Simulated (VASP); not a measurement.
# Si (P6_3/mmc) in VASP: a series of runs

Runs on Si. Level: r2SCAN. Tasks: relaxation of shape and atoms at fixed volume.

All numbers are computed with VASP 6.6.1; they aren't measurements. Logs are shortened: lines on timing, memory, paths and dates and some standing lists are left out, and cuts for length are marked.

## 1. The cell of the first run

It takes space group P6_3/mmc (No. 194, hexagonal). Conventional cell: a = 2.586 Å, b = 2.586 Å, c = 4.458 Å, α = 90.00°, β = 90.00°, γ = 120.00°. Si (site symmetry -6m2) has 12 Si at 2.59 to 2.68 Å within 3.4 Å.

## 2. Relaxation of shape and atoms at fixed volume, r2SCAN (volume scaled by 0.94)

POSCAR reads:

```
Si
1.0
    2.5860355689      0.0000000000      0.0000000000
   -1.2930177844      2.2395724977      0.0000000000
    0.0000000000      0.0000000000      4.4577371735
Si
2
Direct
    0.3333333333      0.6666666667      0.2500000000
    0.6666666667      0.3333333333      0.7500000000
```

INCAR.step1 reads:

```
PREC = Accurate ; ENCUT = 600
ISMEAR = 0 ; SIGMA = 0.1
LREAL = F ; LASPH = T
NELM = 80 ; GGA = PE
ALGO = Normal ; EDIFF = 1E-4
LWAVE = T ; LCHARG = F
```

INCAR.step2 reads:

```
PREC = Accurate ; ENCUT = 600
EDIFF = 1E-6 ; ISMEAR = 0
SIGMA = 0.1 ; LREAL = F
LASPH = T ; NELM = 80
ALGO = Normal ; ISIF = 4
LWAVE = F ; LCHARG = F
METAGGA = R2SCAN ; LMIXTAU = T
IBRION = 2 ; NSW = 50
EDIFFG = -0.01 ; ISTART = 1
```

KPOINTS reads:

```
regular mesh
0
Gamma
  18 18 10
```

Potentials or basis: VASP PAW PBE potentials, release 64 (Si).

Run with:

```sh
$ cat potpaw_PBE.64/Si/POTCAR > POTCAR
$ cp INCAR.step1 INCAR
$ mpirun -np 1 vasp_std > vasp.out
$ cp INCAR.step2 INCAR
$ mpirun -np 1 vasp_std > vasp.out
```

OUTCAR:

```text
PREC = Accurate
   ENCUT = 600
   EDIFF = 1E-6
   ISMEAR = 0
   LREAL = F
   LASPH = T
   NELM = 80
   ISIF = 4
   METAGGA = R2SCAN
   IBRION = 2
   NSW = 50
   EDIFFG = -0.01
   ISTART = 1

 ion  position               nearest neighbor table
   1  0.333  0.667  0.250-   2 2.68   2 2.68   2 2.68   2 2.68   2 2.68   2 2.68
   2  0.667  0.333  0.750-   1 2.68   1 2.68   1 2.68   1 2.68   1 2.68   1 2.68

  LATTYP: Found a hexagonal cell.
 ALAT       =     2.5860355689
 C/A-ratio  =     1.7237725680

  Lattice vectors:

 A1 = (   2.5860355689,   0.0000000000,   0.0000000000)
 A2 = (  -1.2930177844,   2.2395724977,   0.0000000000)
 A3 = (   0.0000000000,   0.0000000000,   4.4577371735)

Analysis of symmetry for initial positions (statically):
=====================================================================
 Subroutine PRICEL returns:
 Original cell was already a primitive cell.

 Routine SETGRP: Setting up the symmetry group for a
 hexagonal supercell.

 Subroutine GETGRP returns: Found 24 space group operations
 (whereof 12 operations were pure point group operations)
 out of a pool of 24 trial point group operations.

The static configuration has the point symmetry D_3d.
 The point group associated with its full space group is D_6h.

Analysis of symmetry for dynamics (positions and initial velocities):
=====================================================================
 Subroutine PRICEL returns:
 Original cell was already a primitive cell.

 Routine SETGRP: Setting up the symmetry group for a
 hexagonal supercell.

 Subroutine GETGRP returns: Found 24 space group operations
 (whereof 12 operations were pure point group operations)
 out of a pool of 24 trial point group operations.

The dynamic configuration has the point symmetry D_3d.
 The point group associated with its full space group is D_6h.

 Subroutine INISYM returns: Found 24 space group operations
 (whereof 12 operations are pure point group operations),
 and found     1 'primitive' translations

----------------------------------------------------------------------------------------

                                     Primitive cell

  volume of cell :      25.8175
[... 146 lines left out ...]
  -------------------------------------------------------------------------------------
  Total        1.0446186      1.0446186      0.9925019      0.0000000      0.0000000      0.0000000
  in kB       64.8267522     64.8267522     61.5925011      0.0000000      0.0000000      0.0000000
  external PRESSURE =      63.7486685 kB  Pullay stress =       0.0000000 kB

 VOLUME and BASIS-vectors are now :
 -----------------------------------------------------------------------------
  energy-cutoff  :      600.00
  volume of cell :       25.82
      direct lattice vectors                 reciprocal lattice vectors
     2.586035569  0.000000000  0.000000000     0.386692284  0.223256894  0.000000000
    -1.293017784  2.239572498  0.000000000     0.000000000  0.446513788  0.000000000
     0.000000000  0.000000000  4.457737173     0.000000000  0.000000000  0.224329062

 POSITION                                       TOTAL-FORCE (eV/Angst)
 -----------------------------------------------------------------------------------
     -0.00000      1.49305      1.11443         0.000000      0.000000      0.000000
      1.29302      0.74652      3.34330        -0.000000      0.000000      0.000000
 -----------------------------------------------------------------------------------
    total drift:                               -0.000000      0.000000     -0.000000

  FREE ENERGIE OF THE ION-ELECTRON SYSTEM (eV)
  ---------------------------------------------------
  free  energy   TOTEN  =       -16.1116089256 eV

  energy  without entropy=      -16.1083611443  energy(sigma->0) =      -16.10998503

--------------------------------------- Ionic step        2  -------------------------------------------

 number of electron       8.0000000 magnetization

 Free energy of the ion-electron system (eV)
  ---------------------------------------------------
  ext. energy  EPLUGINS =         0.00000000
  ---------------------------------------------------
  free energy    TOTEN  =       -16.11162614 eV

  energy without entropy =      -16.10826208  energy(sigma->0) =      -16.10994411

 E-fermi :  11.7777     XC(G=0): -12.4727

 val. band max:       11.7698820447   @ k =   0.2778   0.2222   0.4000
 cond. band min:      11.7911858133   @ k =   0.2222   0.1111   0.3000
 fundamental gap:      0.0213037686
 Fermi energy:        11.7776992828

 k-point     1 :       0.0000    0.0000    0.0000
  band No.  band energies     occupation
      1      -4.7300      2.00000
      2       2.5918      2.00000
      3       3.2397      2.00000
      4      22.5486      0.00000
      5      22.5486      0.00000
      6      23.3248      0.00000
      7      23.4730      0.00000
      8      23.4730      0.00000
[... 243 lines left out ...]
 k-point    24 :       0.3889    0.1111    0.0000
  band No.  band energies     occupation
      1       1.5223      2.00000
      2       4.7928      2.00000
      3       8.7172      2.00000
      4       9.1379      2.00000
      5      11.7349      1.45503
      6      12.7109      0.00000
      7      13.2588      0.00000
      8      19.4916      0.00000

 [... further k-points ...]
[... 5 lines left out ...]
  --------------------------------------------------------------------------------------
  -------------------------------------------------------------------------------------
  Total        1.0250406      1.0250406      1.0352980      0.0000000     -0.0000000      0.0000000
  in kB       63.6117814     63.6117814     64.2483383      0.0000000     -0.0000000      0.0000000
  external PRESSURE =      63.8239670 kB  Pullay stress =       0.0000000 kB

 VOLUME and BASIS-vectors are now :
 -----------------------------------------------------------------------------
  energy-cutoff  :      600.00
  volume of cell :       25.82
      direct lattice vectors                 reciprocal lattice vectors
     2.587119680  0.000000000  0.000000000     0.386530244  0.223163340  0.000000000
    -1.293559840  2.240511365  0.000000000    -0.000000000  0.446326680  0.000000000
     0.000000000  0.000000000  4.454002001     0.000000000 -0.000000000  0.224517187

 POSITION                                       TOTAL-FORCE (eV/Angst)
 -----------------------------------------------------------------------------------
     -0.00000      1.49367      1.11350        -0.000000     -0.000000      0.000000
      1.29356      0.74684      3.34050         0.000000      0.000000      0.000000
 -----------------------------------------------------------------------------------
    total drift:                               -0.000000      0.000000     -0.000000

  FREE ENERGIE OF THE ION-ELECTRON SYSTEM (eV)
  ---------------------------------------------------
  free  energy   TOTEN  =       -16.1116261395 eV

  energy  without entropy=      -16.1082620839  energy(sigma->0) =      -16.10994411

 reached required accuracy - stopping structural energy minimisation
```

OUTCAR.step1:

```text
PREC = Accurate
   ENCUT = 600
   ISMEAR = 0
   LREAL = F
   LASPH = T
[... 488 lines left out ...]
 -----------------------------------------------------------------------------------
     -0.00000      1.49305      1.11443         0.000000     -0.000000      0.000000
      1.29302      0.74652      3.34330        -0.000000      0.000000      0.000000
 -----------------------------------------------------------------------------------
    total drift:                               -0.000000      0.000000     -0.000000

  FREE ENERGIE OF THE ION-ELECTRON SYSTEM (eV)
  ---------------------------------------------------
  free  energy   TOTEN  =        -9.7416490564 eV

  energy  without entropy=       -9.7383117665  energy(sigma->0) =       -9.73998041
```

OSZICAR.step1:

```text
N       E                     dE             d eps       ncg     rms          rms(c)
DAV:   1     0.733333152273E+01    0.73333E+01   -0.39392E+03  3552   0.952E+02
DAV:   2    -0.960327208024E+01   -0.16937E+02   -0.16329E+02  5248   0.845E+01
DAV:   3    -0.979107798951E+01   -0.18781E+00   -0.18609E+00  4888   0.107E+01
DAV:   4    -0.979174558468E+01   -0.66760E-03   -0.66707E-03  5208   0.541E-01
DAV:   5    -0.979174619807E+01   -0.61339E-06   -0.61145E-06  4808   0.126E-02    0.472E+00
DAV:   6    -0.976007402744E+01    0.31672E-01   -0.83287E-03  4296   0.581E-01    0.262E+00
DAV:   7    -0.974180655309E+01    0.18267E-01   -0.16123E-02  4304   0.810E-01    0.165E-01
DAV:   8    -0.974164923790E+01    0.15732E-03   -0.14212E-04  4976   0.109E-01    0.187E-02
DAV:   9    -0.974164905640E+01    0.18149E-06   -0.33604E-06  2192   0.148E-02
   1 F= -.97416491E+01 E0= -.97399804E+01  d E =-.333729E-02
```

Wall time 87 s (1 thread of Intel Xeon 6975P-C (Granite Rapids), shared host); peak memory 0.18 GiB.

What came out:

```
Free energy               : -16.1116 eV
Energy gained by relaxing : 0.0 meV/atom
Ionic steps               : 2
Pressure after relaxing   : 6.4 GPa
Band gap on the k mesh    : zero (band 4 reaches 22.55 eV, above the bottom of band 5 at 7.73 eV)
```

Final structure:
```
Si
1.0
     2.58712    0.00000    0.00000
    -1.29356    2.24051    0.00000
     0.00000    0.00000    4.45400
Si
2
Direct
  0.33333 0.66667 0.25000
  0.66667 0.33333 0.75000
```

Caveat: the PAW data sets were made with another functional, which shifts forces and pressure a little.

(Continued in part 2 of 2.)
